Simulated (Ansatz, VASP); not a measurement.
**Na: VASP beside Ansatz**

File INCAR:

```
PREC = Accurate ; ENCUT = 520
EDIFF = 1E-7 ; ISMEAR = -1
SIGMA = 0.03 ; LREAL = False
LASPH = True ; NELM = 100
ALGO = Normal ; ISIF = 2
LWAVE = False ; LCHARG = False
GGA = PS ; NBANDS = 10
```

File KPOINTS:

```
regular mesh
0
Gamma
  11 11 11
```

The input POSCAR:

```
Na
1.0
   -2.0751500000      2.1175000000      2.1175000000
    2.1175000000     -2.0751500000      2.1175000000
    2.1175000000      2.1175000000     -2.0751500000
Na
1
Direct
    0.0000000000      0.0000000000      0.0000000000
```

Input for Ansatz:

```yaml
crystal:
  lattice:
    - [-2.07515, 2.1175, 2.1175]
    - [2.1175, -2.07515, 2.1175]
    - [2.1175, 2.1175, -2.07515]
  atoms:
    - { symbol: Na, position: [0.0, 0.0, 0.0] }
kpoints:
  mp_grid: { grid: [11, 11, 11] }
  band_path:
    path:
      - [0.0, 0.0, 0.0]
      - [0.0, 0.0, 0.5]
      - [-0.5, 0.5, 0.5]
      - [-0.7448729721, 0.2551270279, 0.2551270279]
      - [0.2551270279, 0.2551270279, 0.2551270279]
      - [0.0, 0.0, 0.0]
      - [-0.5, 0.0, 0.5]
    npoints: 5
scf:
  occupations: { method: fermi_dirac, width: 0.03 }
hamiltonian:
  xc: pbesol
  pseudopotentials: { kind: all_electron, lapw: { basis_error: 0.0005 } }
output:
  forces: true
  stress: true
  eigenvalues: true
```

Change from the starting cell: equal xy, yz and zx shear strains of +2 %.

Alike in both runs: task single point; functional PBEsol; k mesh 11 × 11 × 11; occupations fermi-dirac, width 0.03 eV; no spin polarisation.

|  | VASP | Ansatz |
| --- | --- | --- |
| version | VASP 6.6.1 | Ansatz 0.2.0 |
| potentials or method | VASP PAW PBE potentials, release 64 (Na_pv), cutoff 520 eV | all-electron LAPW, scalar-relativistic |

|  | VASP | Ansatz | Ansatz less VASP |
| --- | --- | --- | --- |
| pressure (GPa) | -0.3 | -0.3 | 0.00 |
| traceless stress, the component that is largest in VASP (GPa) | -0.13 | -0.13 | +0.001 |

VASP's potentials were made for PBE, not for PBEsol. Ansatz ran all-electron here, and VASP with PAW potentials.
